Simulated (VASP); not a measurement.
Input of a VASP 6.6.1 run:

File INCAR:

```
ALGO = Normal
EDIFF = 1E-6
ENCUT = 520
GGA = PE
GGA_COMPAT = False
ISIF = 2
ISMEAR = 0
IVDW = 12
LASPH = True
LCHARG = False
LREAL = False
LWAVE = False
NBANDS = 69
NELM = 120
NELMDL = -8
PREC = Accurate
SIGMA = 0.02
```

The input KPOINTS:

```
k-points
0
Gamma
  2 2 1
```

The input POSCAR:

```
Si20H9F
1.0
    7.6791800000      0.0000000000      0.0000000000
    0.0000000000      7.6791800000      0.0000000000
    0.0000000000      0.0000000000     19.2555000000
H Si F
9 20 1
Direct
    0.4093920184      0.0000000000      0.0519332139
    0.0906079816      0.0000000000      0.0519332139
    0.9093920184      0.0000000000      0.0519332139
    0.5906079816      0.0000000000      0.0519332139
    0.4093920184      0.5000000000      0.0519332139
    0.0906079816      0.5000000000      0.0519332139
    0.9093920184      0.5000000000      0.0519332139
    0.5906079816      0.5000000000      0.0519332139
    1.0002918280      0.0209638269      0.4524575316
    0.2500000000      0.0000000000      0.0968814105
    0.7500000000      0.0000000000      0.0968814105
    0.2500000000      0.5000000000      0.0968814105
    0.7500000000      0.5000000000      0.0968814105
    0.2532717035      0.2493632133      0.1631959180
    0.7484055589      0.2507903188      0.1631120459
    0.2505380783      0.7486339687      0.1703604165
    0.7489702025      0.7511355379      0.1701793254
    0.0007887561      0.2539161733      0.2285479473
    0.5009101232      0.2464230556      0.2333503674
   -0.0006453814      0.7494130884      0.2423789047
    0.5000179707      0.7480731016      0.2445543871
    0.0096015460      0.0162934063      0.3037599647
    0.4850805685      0.0078410716      0.3128686349
   -0.0163068192      0.4880784146      0.3086092285
    0.5186381879      0.4865454384      0.3111090857
    0.2403656380      0.0827218531      0.3825779647
    0.7505340414      0.1249039611      0.3530574122
    0.2500665436      0.3760990106      0.3471226922
    0.7533873408      0.4229406004      0.3887585885
    0.8786763691      0.0089348081      0.4654660746
```

Potentials or basis: VASP PAW PBE potentials, release 64 (H, Si, F).

Command:

```console
$ cat potpaw_PBE.64/H/POTCAR potpaw_PBE.64/Si/POTCAR potpaw_PBE.64/F/POTCAR > POTCAR
$ mpirun -np 1 vasp_std > vasp.out
```

(1) Estimate the dispersion energy per atom.

(2) Predict the largest force.

(3) What does it give for the band gap on the k mesh?

Answers

(1) -0.172 eV.

(2) 0.643 eV/Å.

(3) 0.46 eV (least direct gap 0.68 eV).

Caveat: there is no dipole correction, which matters where the two faces differ.
